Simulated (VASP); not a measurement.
A run of VASP 6.6.1:

The input INCAR:

```
SYSTEM = SrMg
ALGO = Normal
EDIFF = 1E-6
ENCUT = 520
GGA = PS
ISIF = 2
ISMEAR = -1
LASPH = .True.
LCHARG = .False.
LREAL = .False.
LWAVE = .False.
NBANDS = 27
NELM = 100
PREC = Accurate
SIGMA = 0.15
```

Contents of KPOINTS:

```
k-points
0
Gamma
  6 6 2
  0 0 0
```

Contents of POSCAR:

```
SrMg
1.0
    4.2147880483      0.0000000000      0.0000000000
   -2.1073935287      3.6501135030      0.0000000000
    0.0000000000      0.0000000000     15.6719774403
Sr Mg
3 3
Direct
    0.6666666667      0.3333333333      0.7230690000
    0.0000000000      0.0000000000      0.5000000000
    0.6666666667      0.3333333333      0.2769310000
    0.6666666667      0.3333333333      0.0000000000
    0.0000000000      0.0000000000      0.8884420000
    0.0000000000      0.0000000000      0.1115580000
```

Potentials or basis: VASP PAW PBE potentials, release 64 (Sr_sv, Mg).

Command:

```bash
$ cat potpaw_PBE.64/Sr_sv/POTCAR potpaw_PBE.64/Mg/POTCAR > POTCAR
$ mpirun -np 1 vasp_std > vasp.out
```

Hardware: 1 thread of Intel Xeon 8259CL, with other jobs on the host.

Problem. How long does it take, and how much memory?

Solution. Wall time 110 s on 1 thread of Intel Xeon 8259CL, on a shared host, peak memory 0.37 GiB. Counts: scf iterations 14, k points 14.
